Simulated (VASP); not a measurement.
# InPd (an interface model) in VASP: further runs

InPd (an interface model) is run at these levels: PBE; tasks: single point.

Everything below comes from runs of VASP 6.6.1. Logs are shortened: lines on timing, memory, paths and dates and some standing lists are left out, and cuts for length are marked.

### 1 The cell of the first run

The cell holds layers of an interface, 12 atoms: a = 4.674 Å, b = 4.674 Å, c = 11.929 Å, α = 90.00°, β = 90.00°, γ = 120.00°.

### 2 Single point, PBE

INCAR

```
PREC = Accurate
ENCUT = 520
EDIFF = 1E-6
ISMEAR = 0
SIGMA = 0.1
LREAL = F
LASPH = T
NELM = 100
ALGO = Normal
ISIF = 2
LWAVE = F
LCHARG = T
GGA = PE
LELF = T
LVHAR = T
NBANDS = 81
```

KPOINTS

```
regular mesh
0
Gamma
  9 9 3
```

POSCAR

```
InPd
1.0
    4.6743486032      0.0000000000      0.0000000000
   -2.3371743016      4.0481046365      0.0000000000
    0.0000000000      0.0000000000     11.9287865870
In Pd
6 6
Direct
    0.0000000000      0.0000000000      0.0200365081
    0.6666666667      0.3333333333      0.1795659899
    0.3333333333      0.6666666667      0.3350571738
    0.3333333333      0.6666666667      0.5816094928
    1.0000000000      0.0000000000      0.7371006768
    0.6666666667      0.3333333333      0.8966301585
    0.3333333333      0.6666666667      0.0868797135
    1.0000000000      0.0000000000      0.2541384736
    0.6666666667      0.3333333333      0.4120400185
    1.0000000000      1.0000000000      0.5046266482
    0.6666666667      0.3333333333      0.6625281931
    0.3333333333      0.6666666667      0.8297869531
```

Potentials or basis: VASP PAW PBE potentials, release 64 (In_d, Pd).

Started as:

```bash
cat potpaw_PBE.64/In_d/POTCAR potpaw_PBE.64/Pd/POTCAR > POTCAR
mpirun -np 1 vasp_std > vasp.out
```

OUTCAR:

```text
PREC = Accurate
   ENCUT = 520
   EDIFF = 1E-6
   ISMEAR = 0
   LREAL = F
   LASPH = T
   NELM = 100
   ISIF = 2
   GGA = PE

 ion  position               nearest neighbor table
   1  0.000  0.000  0.020-   8 2.79   7 2.81   7 2.81   7 2.81   6 3.07   6 3.07   6 3.07   2 3.30
                             2 3.30   2 3.30   5 3.38  12 3.53  12 3.53  12 3.53
   2  0.667  0.333  0.180-   9 2.77   8 2.84   8 2.84   8 2.84   7 2.92   7 2.92   7 2.92   3 3.27
                             3 3.27   3 3.27   1 3.30   1 3.30   1 3.30   6 3.38
   3  0.333  0.667  0.335-   9 2.85   9 2.85   9 2.85   8 2.87   8 2.87   8 2.87   4 2.94   7 2.96
                             2 3.27   2 3.27   2 3.27  10 3.37  10 3.37  10 3.37
   4  0.333  0.667  0.582-  10 2.85  10 2.85  10 2.85  11 2.87  11 2.87  11 2.87   3 2.94  12 2.96
                             5 3.27   5 3.27   5 3.27   9 3.37   9 3.37   9 3.37
   5  0.000  0.000  0.737-  10 2.77  11 2.84  11 2.84  11 2.84  12 2.92  12 2.92  12 2.92   4 3.27
                             4 3.27   4 3.27   6 3.30   6 3.30   6 3.30   1 3.38
   6  0.667  0.333  0.897-  11 2.79  12 2.81  12 2.81  12 2.81   1 3.07   1 3.07   1 3.07   5 3.30
                             5 3.30   5 3.30   2 3.38   7 3.53   7 3.53   7 3.53
   7  0.333  0.667  0.087-   1 2.81   1 2.81   1 2.81   2 2.92   2 2.92   2 2.92   3 2.96  12 3.07
                             8 3.36   8 3.36   8 3.36   6 3.53   6 3.53   6 3.53
   8  0.000  0.000  0.254-   1 2.79   2 2.84   2 2.84   2 2.84   3 2.87   3 2.87   3 2.87  10 2.99
                             9 3.29   9 3.29   9 3.29   7 3.36   7 3.36   7 3.36
   9  0.667  0.333  0.412-   2 2.77   3 2.85   3 2.85   3 2.85  10 2.92  10 2.92  10 2.92  11 2.99
                             8 3.29   8 3.29   8 3.29   4 3.37   4 3.37   4 3.37
  10  0.000  0.000  0.505-   5 2.77   4 2.85   4 2.85   4 2.85   9 2.92   9 2.92   9 2.92   8 2.99
                            11 3.29  11 3.29  11 3.29   3 3.37   3 3.37   3 3.37
  11  0.667  0.333  0.663-   6 2.79   5 2.84   5 2.84   5 2.84   4 2.87   4 2.87   4 2.87   9 2.99
                            10 3.29  10 3.29  10 3.29  12 3.36  12 3.36  12 3.36
  12  0.333  0.667  0.830-   6 2.81   6 2.81   6 2.81   5 2.92   5 2.92   5 2.92   4 2.96   7 3.07
                            11 3.36  11 3.36  11 3.36   1 3.53   1 3.53   1 3.53

  LATTYP: Found a hexagonal cell.
 ALAT       =     4.6743486032
 C/A-ratio  =     2.5519676857

  Lattice vectors:

 A1 = (   4.6743486032,   0.0000000000,   0.0000000000)
 A2 = (  -2.3371743016,   4.0481046365,   0.0000000000)
 A3 = (   0.0000000000,   0.0000000000,  11.9287865870)

Analysis of symmetry for initial positions (statically):
=====================================================================
 Subroutine PRICEL returns:
 Original cell was already a primitive cell.

 Routine SETGRP: Setting up the symmetry group for a
 hexagonal supercell.

 Subroutine GETGRP returns: Found 12 space group operations
 (whereof  6 operations were pure point group operations)
 out of a pool of 24 trial point group operations.

The static configuration has the point symmetry C_3v.
 The point group associated with its full space group is D_3d.

Analysis of symmetry for dynamics (positions and initial velocities):
=====================================================================
 Subroutine PRICEL returns:
 Original cell was already a primitive cell.

 Routine SETGRP: Setting up the symmetry group for a
 hexagonal supercell.

 Subroutine GETGRP returns: Found 12 space group operations
 (whereof  6 operations were pure point group operations)
 out of a pool of 24 trial point group operations.

The dynamic configuration has the point symmetry C_3v.
 The point group associated with its full space group is D_3d.

 Subroutine INISYM returns: Found 12 space group operations
 (whereof  6 operations are pure point group operations),
 and found     1 'primitive' translations

----------------------------------------------------------------------------------------

                                     Primitive cell

  volume of cell :     225.7195

  direct lattice vectors                    reciprocal lattice vectors
     4.674348603  0.000000000  0.000000000     0.213933552  0.123514594  0.000000000
    -2.337174302  4.048104636  0.000000000     0.000000000  0.247029188  0.000000000
     0.000000000  0.000000000 11.928786587     0.000000000  0.000000000  0.083830823

  length of vectors
     4.674348603  4.674348603 11.928786587     0.247029188  0.247029188  0.083830823

  position of ions in fractional coordinates (direct lattice)
     0.000000000  0.000000000  0.020036508
     0.666666667  0.333333333  0.179565990
     0.333333333  0.666666667  0.335057174
     0.333333333  0.666666667  0.581609493
     0.000000000  0.000000000  0.737100677
     0.666666667  0.333333333  0.896630159
     0.333333333  0.666666667  0.086879713
     0.000000000  0.000000000  0.254138474
     0.666666667  0.333333333  0.412040019
     0.000000000  0.000000000  0.504626648
     0.666666667  0.333333333  0.662528193
     0.333333333  0.666666667  0.829786953

  ion indices of the primitive-cell ions
   primitive index   ion index
                 1           1
                 2           2
                 3           3
                 4           4
                 5           5
                 6           6
                 7           7
                 8           8
                 9           9
                10          10
                11          11
                12          12

----------------------------------------------------------------------------------------

 KPOINTS: regular mesh

Automatic generation of k-mesh.
 Grid dimensions read from file:
 generate k-points for:    9    9    3

 Generating k-lattice:

  Cartesian coordinates                     Fractional coordinates (reciprocal lattice)
     0.023770395  0.013723844  0.000000000     0.111111111  0.000000000  0.000000000
     0.000000000  0.027447688  0.000000000     0.000000000  0.111111111  0.000000000
     0.000000000  0.000000000  0.027943608     0.000000000  0.000000000  0.333333333

  Length of vectors
     0.027447688  0.027447688  0.027943608

  Shift w.r.t. Gamma in fractional coordinates (k-lattice)
     0.000000000  0.000000000  0.000000000

 Subroutine IBZKPT returns following result:
 ===========================================

 Found     31 irreducible k-points:

 Following reciprocal coordinates:
            Coordinates               Weight
  0.000000  0.000000  0.000000      1.000000
  0.111111  0.000000  0.000000      6.000000
  0.222222  0.000000  0.000000      6.000000
  0.333333 -0.000000  0.000000      6.000000
  0.444444  0.000000  0.000000      6.000000
  0.111111  0.111111  0.000000      6.000000
[... 16 lines left out ...]
  0.222222  0.111111  0.333333     12.000000
 -0.111111  0.333333  0.333333     12.000000
 [... further k-points ...]
   k-points           NKPTS =     31   k-points in BZ     NKDIM =     31   number of bands    NBANDS=     81
   number of dos      NEDOS =    301   number of ions     NIONS =     12
   total plane-waves  NPLWV = 116640
   dimension x,y,z NGX =    36 NGY =   36 NGZ =   90
   dimension x,y,z NGXF=    72 NGYF=   72 NGZF=  180
   ions per type =               6   6
   NGX,Y,Z   is equivalent  to a cutoff of  12.80, 12.80, 12.54 a.u.
   NGXF,Y,Z  is equivalent  to a cutoff of  25.61, 25.61, 25.09 a.u.
 SYSTEM =  unknown system
   PREC   = accura    normal or accurate (medium, high low for compatibility)
   ISTART =      0    job   : 0-new  1-cont  2-samecut
   ICHARG =      2    charge: 1-file 2-atom 10-const
   ISPIN  =      1    spin polarized calculation?
   LNONCOLLINEAR =      F non collinear calculations
   LSORBIT =      F    spin-orbit coupling
   LASPH  =      T    aspherical Exc in radial PAW
   ENCUT  =  520.0 eV  38.22 Ry    6.18 a.u.   8.69  8.69 22.18*2*pi/ulx,y,z
   NELM   =    100;   NELMIN=  2; NELMDL= -5     # of ELM steps
   EDIFF  = 0.1E-05   stopping-criterion for ELM
   LREAL  =      F    real-space projection
   EDIFFG = 0.1E-04   stopping-criterion for IOM
   NSW    =      0    number of steps for IOM
   IBRION =     -1    ionic relax: 0-MD 1-quasi-New 2-CG
   NFREE  =      0    steps in history (QN), initial steepest desc. (CG)
   ISIF   =      2    stress and relaxation
   ISYM   =      2    0-nonsym 1-usesym 2-fastsym
   POTIM  = 0.5000    time-step for ionic-motion
   TEBEG  =    0.0;   TEEND  =   0.0 temperature during run
   PSTRESS=    0.0 pullay stress
   NELECT =     138.0000    total number of electrons
   NUPDOWN=      -1.0000    fix difference up-down
   EMIN   =  10.00;   EMAX   =-10.00  energy-range for DOS
   EFERMI =   0.00;   METHOD = LEGACY
   ISMEAR =     0;   SIGMA  =   0.10  broadening in eV -4-tet -1-fermi 0-gaus
   EFERMI_NEDOS =   21; number of points for ismear=-14 and -15
   IALGO  =     38    algorithm
   IMIX   =      4    mixing-type and parameters
     AMIX     =   0.40;   BMIX     =  1.00
     AMIX_MAG =   1.60;   BMIX_MAG =  1.00
  volume/ion in A,a.u.               =      18.81       126.94
  Fermi-wavevector in a.u.,A,eV,Ry     =   1.389456  2.625691 26.267248  1.930588
  Thomas-Fermi vector in A             =   2.513485
   LORBIT       =      0    0 simple, 1 ext, 2 COOP (PROOUT), +10 PAW based schemes
   GGA     = PE    functional components
   LHFCALC =     F    Hartree Fock is set to
   AEXX    =    0.0000 exact exchange contribution
   IVDW    =     0    specifies the selected vdW correction
   LEPSILON=     F    determine dielectric tensor
   LRPA    =     F    only Hartree local field effects (RPA)
 non-spin polarized calculation
 Gauss-broadening in eV      SIGMA  =   0.10
  energy-cutoff  :      520.00
  volume of cell :      225.72
 maximum number of plane-waves:      6093
 NGX is ok and might be reduce to    36
   NGX = 17   NGY = 17   NGZ = 45

 number of electron     138.0000007 magnetization

 Free energy of the ion-electron system (eV)
  ---------------------------------------------------
  ext. energy  EPLUGINS =         0.00000000
  ---------------------------------------------------
  free energy    TOTEN  =       -51.36378707 eV

  energy without entropy =      -51.33616393  energy(sigma->0) =      -51.34997550

 E-fermi :   9.3487     XC(G=0): -11.8198

 val. band max:        9.3404821405   @ k =   0.1111   0.0000   0.3333
 cond. band min:       9.3518073261   @ k =  -0.1111   0.3333   0.3333
 fundamental gap:      0.0113251856
 Fermi energy:         9.3487443639

 k-point     1 :       0.0000    0.0000    0.0000
  band No.  band energies     occupation
      1      -5.5234      2.00000
      2      -5.5234      2.00000
      3      -5.4867      2.00000
      4      -5.4867      2.00000
      5      -5.4651      2.00000
      6      -5.3807      2.00000
[... 73 lines left out ...]
     80      13.2898      0.00000
     81      13.2943      0.00000

 k-point     2 :       0.1111    0.0000    0.0000
  band No.  band energies     occupation
      1      -5.5207      2.00000
      2      -5.5193      2.00000
      3      -5.4778      2.00000
      4      -5.4770      2.00000
      5      -5.4588      2.00000
      6      -5.3797      2.00000
[... 73 lines left out ...]
     80      13.5934      0.00000
     81      13.5987      0.00000
[... 1762 lines left out ...]
     80      13.8946      0.00000
     81      14.5030      0.00000

 k-point    24 :      -0.1111    0.3333    0.3333
  band No.  band energies     occupation
      1      -5.5106      2.00000
      2      -5.4855      2.00000
      3      -5.4528      2.00000
      4      -5.4335      2.00000
      5      -5.4150      2.00000
      6      -5.3549      2.00000
[... 73 lines left out ...]
     80      13.9178      0.00000
     81      14.3715      0.00000

 [... further k-points ...]

------------------------ aborting loop because EDIFF is reached ----------------------------------------

  FORCE on cell =-STRESS in cart. coord.  units (eV):
  Direction    XX          YY          ZZ          XY          YZ          ZX
  --------------------------------------------------------------------------------------
  -------------------------------------------------------------------------------------
  Total       -3.7241593     -3.7241593     -0.0453541      0.0000000     -0.0000000      0.0000000
  in kB      -26.4344170    -26.4344170     -0.3219275      0.0000000     -0.0000000      0.0000000
  external PRESSURE =     -17.7302538 kB  Pullay stress =       0.0000000 kB

 VOLUME and BASIS-vectors are now :
 -----------------------------------------------------------------------------
  energy-cutoff  :      520.00
  volume of cell :      225.72
      direct lattice vectors                 reciprocal lattice vectors
     4.674348603  0.000000000  0.000000000     0.213933552  0.123514594  0.000000000
    -2.337174302  4.048104636  0.000000000     0.000000000  0.247029188  0.000000000
     0.000000000  0.000000000 11.928786587     0.000000000  0.000000000  0.083830823

 POSITION                                       TOTAL-FORCE (eV/Angst)
 -----------------------------------------------------------------------------------
      0.00000      0.00000      0.23901        -0.000000     -0.000000     -0.012712
      2.33717      1.34937      2.14200        -0.000000     -0.000000      0.001251
     -0.00000      2.69874      3.99683         0.000000      0.000000      0.008166
     -0.00000      2.69874      6.93790        -0.000000     -0.000000     -0.008166
      0.00000      0.00000      8.79272         0.000000      0.000000     -0.001251
      2.33717      1.34937     10.69571         0.000000      0.000000      0.012712
     -0.00000      2.69874      1.03637         0.000000     -0.000000      0.001218
      0.00000      0.00000      3.03156        -0.000000     -0.000000      0.009466
      2.33717      1.34937      4.91514         0.000000      0.000000      0.013236
      0.00000      0.00000      6.01958        -0.000000     -0.000000     -0.013236
      2.33717      1.34937      7.90316         0.000000      0.000000     -0.009466
     -0.00000      2.69874      9.89835        -0.000000     -0.000000     -0.001218
 -----------------------------------------------------------------------------------
    total drift:                               -0.000000      0.000000     -0.000001

  FREE ENERGIE OF THE ION-ELECTRON SYSTEM (eV)
  ---------------------------------------------------
  free  energy   TOTEN  =       -51.3637870699 eV

  energy  without entropy=      -51.3361639267  energy(sigma->0) =      -51.34997550
```

It took 21 min on 1 thread of Intel Xeon Platinum 8259CL at 2.50GHz (Skylake/Cascade Lake), shared host; peak memory 0.58 GiB.

What came out:

| Quantity | Value |
| --- | --- |
| Free energy | -51.3638 eV |
| Pressure | -1.8 GPa |
| Largest force | 0.013 eV/Å |
| Band gap on the k mesh | zero (bands 69 and 70 overlap by 2.92 eV) |

Forces on the atoms (eV/Å):
```
In   0.000  0.000 -0.013
In   0.000  0.000  0.001
In   0.000  0.000  0.008
In   0.000  0.000 -0.008
In   0.000  0.000 -0.001
In   0.000  0.000  0.013
Pd   0.000  0.000  0.001
Pd   0.000  0.000  0.009
Pd   0.000  0.000  0.013
Pd   0.000  0.000 -0.013
Pd   0.000  0.000 -0.009
Pd   0.000  0.000 -0.001
```

Stress tensor (GPa, compression positive):
```
-2.64  0.00  0.00
 0.00 -2.64  0.00
 0.00  0.00 -0.03
```

Caveat: spin-orbit coupling is left out, which moves the levels of the heavy elements.

### 3 Single point, PBE

This run uses another cell than the first one, of 18.05 Å³/atom.

INCAR

```
SYSTEM = InPd
PREC = Accurate ; ENCUT = 520
EDIFF = 1E-6 ; ISMEAR = 0
SIGMA = 0.1 ; LREAL = .False.
LASPH = .True. ; NELM = 100
ALGO = Normal ; ISIF = 2
LWAVE = .False. ; LCHARG = .False.
GGA = PE ; NBANDS = 81
```

KPOINTS

```
regular mesh
0
Gamma
  9 9 3
  0 0 0
```

POSCAR

```
InPd
1.0
    4.6743486032      0.0000000000      0.0000000000
   -2.3371743016      4.0481046365      0.0000000000
    0.0000000000      0.0000000000     11.4497689577
In Pd
6 6
Direct
    0.0000000000      0.0000000000      0.0000000000
    0.6666666667      0.3333333333      0.1666666667
    0.3333333333      0.6666666667      0.3333333333
    0.3333333333      0.6666666667      0.5833333333
    1.0000000000      0.0000000000      0.7500000000
    0.6666666667      0.3333333333      0.9166666667
    0.3333333333      0.6666666667      0.0833333333
    1.0000000000      0.0000000000      0.2500000000
    0.6666666667      0.3333333333      0.4166666667
    1.0000000000      1.0000000000      0.5000000000
    0.6666666667      0.3333333333      0.6666666667
    0.3333333333      0.6666666667      0.8333333333
```

Potentials or basis: VASP PAW PBE potentials, release 64 (In_d, Pd).

Started as:

```bash
cat potpaw_PBE.64/In_d/POTCAR potpaw_PBE.64/Pd/POTCAR > POTCAR
mpirun -np 1 vasp_std > vasp.out
```

Run time: 22 min. Hardware: 1 thread of Intel Xeon Platinum 8259CL at 2.50GHz (Skylake/Cascade Lake), shared host; peak memory 0.58 GiB.

It converged, with:

| Item | Value |
| --- | --- |
| Free energy | -50.7886 eV |
| Pressure | 2.0 GPa |
| Largest force | 1.401 eV/Å |
| Band gap on the k mesh | zero (bands 69 and 70 overlap by 2.38 eV) |

Forces in eV/Å, atoms in the order of the input:
```
In   0.000  0.000  1.401
In   0.000  0.000  1.185
In   0.000  0.000 -0.107
In   0.000  0.000  0.107
In   0.000  0.000 -1.185
In   0.000  0.000 -1.401
Pd   0.000  0.000  0.165
Pd   0.000  0.000 -0.285
Pd   0.000  0.000 -0.438
Pd   0.000  0.000  0.438
Pd   0.000  0.000  0.285
Pd   0.000  0.000 -0.165
```

Stress tensor (GPa, compression positive):
```
0.16 0.00 0.00
0.00 0.16 0.00
0.00 0.00 5.66
```

Levels at points of the mesh, in eV from the Fermi level:
| k point | band 67 | band 68 | band 69 | band 70 | band 71 | band 72 |
| --- | --- | --- | --- | --- | --- | --- |
| (0.00, 0.00, 0.00) | 1.34 | 1.77 | 1.77 | 2.06 | 2.10 | 2.10 |

Caveat: spin-orbit coupling is left out, which moves the levels of the heavy elements.

The gap in the log of VASP goes by the Fermi energy; the results here count the filled bands.